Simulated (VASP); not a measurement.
Wanted: the native input for a VASP 6.6.1 run.

- Task: single point
- Functional: PBEsol
- Potentials or basis: VASP PAW PBE potentials, release 64 (Pt)
- Cutoff: 520 eV
- k mesh: 26 × 26 × 26
- Occupations: gaussian, width 0.15 eV
- Spin: no spin polarisation
- Dipole correction: no
- Further INCAR settings: ALGO = Normal; EDIFF = 1e-06; NBANDS = 11

The structure of Pt lies in POSCAR:

```
Pt
1.0
    0.0000000000      1.8610788282      1.8610788282
    1.8610788282      0.0000000000      1.8610788282
    1.8610788282      1.8610788282      0.0000000000
Pt
1
Direct
    0.0000000000      0.0000000000      0.0000000000
```

This cell differs from its parent crystal: strain -0.050 along x and y, -0.050 along z.

The input as run:

INCAR

```
PREC = Accurate
ENCUT = 520
EDIFF = 1E-6
ISMEAR = 0
SIGMA = 0.15
LREAL = F
LASPH = T
NELM = 60
ALGO = Normal
ISIF = 2
LWAVE = F
LCHARG = F
GGA = PS
NBANDS = 11
```

KPOINTS

```
regular mesh
0
Gamma
  26 26 26
```

Potentials or basis: VASP PAW PBE potentials, release 64 (Pt).

Launch:

```sh
$ cat potpaw_PBE.64/Pt/POTCAR > POTCAR
$ mpirun -np 1 vasp_std > vasp.out
```

Results of the run:

| Quantity | Value |
| --- | --- |
| Pressure | 66.5 GPa |
| Band gap on the k mesh | zero (bands 5 and 6 overlap by 2.95 eV) |

Caveat: the cell differs from its parent crystal (strain -0.050 along x and y, -0.050 along z); the cell stands under pressure; the PAW data sets were made with another functional, which shifts forces and pressure a little; spin-orbit coupling is left out, which moves the levels of the heavy elements.

It took 41 s on 1 thread of Intel(R) Xeon(R) Platinum 8488C (Sapphire Rapids) (shared host), peak memory 0.18 GiB.
